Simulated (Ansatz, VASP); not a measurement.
# Two plane-wave programs on MnS

```
Mn S
1.0
     0.00000    2.57759    2.57759
     2.57759    0.00000    2.57759
     2.57759    2.57759    0.00000
Mn S
1 1
Direct
  0.00000 0.00000 0.00000
  0.50000 0.50000 0.50000
```

Alike in both runs: task single point; functional r2SCAN; k mesh 12 × 12 × 12; occupations gaussian, width 0.05 eV; collinear spin.

|  | VASP | Ansatz |
| --- | --- | --- |
| version | VASP 6.6.1 | Ansatz 0.2.0 |
| potentials or method | VASP PAW PBE potentials, release 64 (Mn_pv, S), cutoff 520 eV | scalar-relativistic, plane waves, PAW |
| valence electrons in the cell | 19 | 21 |

Ansatz gave:

* gap on the k mesh at the Fermi level (eV): none
* pressure (GPa): 3.0
* net moment per atom (μB): 2.47
* size of the moment on the site where the two differ most (μB): 4.41

Question: What did VASP give for the same quantities?

Answer: gap on the k mesh at the Fermi level (eV): none; pressure (GPa): 3.0; net moment per atom (μB): 2.47; size of the moment on the site where the two differ most (μB): 4.47.

VASP's potentials were made for PBE, not for r2SCAN. Site moments also hang on the region over which each program counts them. A gap of «none» marks a metal or a gap that the smearing closes. VASP's potentials hold 19 valence electrons a cell and Ansatz's 21, so a difference there can come from the potentials and not from the codes. Ansatz's warnings: stability check not made.
